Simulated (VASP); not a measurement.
Re:

```
Re
1.0
     0.00000    2.78084    2.78084
     2.78084    0.00000    2.78084
     2.78084    2.78084    0.00000
Re
2
Cartesian
  0.6952 0.6952 0.6952
  4.8665 4.8665 4.8665
```

This isn't the form of Re at room conditions, which is hcp.

Base run:

- Program: VASP 6.6.1
- Functional: LDA
- Potentials or basis: VASP PAW LDA potentials, release 64 (Re_sv_GW)
- Cutoff: 560 eV
- k mesh: 11 × 11 × 11
- Occupations: fermi-dirac, width 0.1 eV
- Spin: no spin polarisation

Its results: band gap on the k mesh zero (bands 15 and 16 overlap by 1.18 eV); pressure -0.4 GPa.

**Question.** The run is repeated on the same cell with these changes: potentials or basis from VASP PAW LDA potentials, release 64 (Re_sv_GW) to VASP PAW LDA potentials, release 64 (Re); cutoff from 560 eV to 520 eV; further incar settings from ALGO = Normal; EDIFF = 1e-06; NBANDS = 22 to ALGO = Normal; EDIFF = 1e-06; NBANDS = 14; valence electrons from 30 to 14. What comes out?

**Answer.** Band gap on the k mesh zero (bands 7 and 8 overlap by 1.17 eV); pressure -1.6 GPa.

Caveats: spin-orbit coupling is left out, which moves the levels of the heavy elements.
